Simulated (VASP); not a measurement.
A run of VASP 6.6.1 is set up as follows.

The input INCAR:

```
  PREC = Accurate
  ENCUT = 520
  EDIFF = 1E-7
  ISMEAR = -1
  SIGMA = 0.1
  LREAL = False
  LASPH = True
  NELM = 100
  ALGO = Normal
  ISIF = 2
  LWAVE = False
  LCHARG = False
  GGA = PE
  NBANDS = 17
```

The input KPOINTS:

```
Automatic mesh
0
Gamma
  13 13 13
```

File POSCAR:

```
SnSe
1.0
    3.5007861178      0.0000000000      0.0000000000
    0.0000000000      3.5007861178      0.0000000000
    0.0000000000      0.0000000000      3.5007861178
Sn Se
1 1
Direct
    0.0000000000      0.0000000000      0.0000000000
    0.5000000000      0.5000000000      0.5000000000
```

Potentials or basis: VASP PAW PBE potentials, release 64 (Sn_d, Se).

Launch:

```console
$ cat potpaw_PBE.64/Sn_d/POTCAR potpaw_PBE.64/Se/POTCAR > POTCAR
$ mpirun -np 1 vasp_std > vasp.out
```

**Question.** Predict the pressure.

**Answer.** 10.0 GPa.

**Question.** Estimate the band gap on the k mesh.

**Answer.** Zero (bands 10 and 11 overlap by 2.05 eV).

Caveat: the cell stands under pressure; spin-orbit coupling is left out, which moves the levels of the heavy elements.
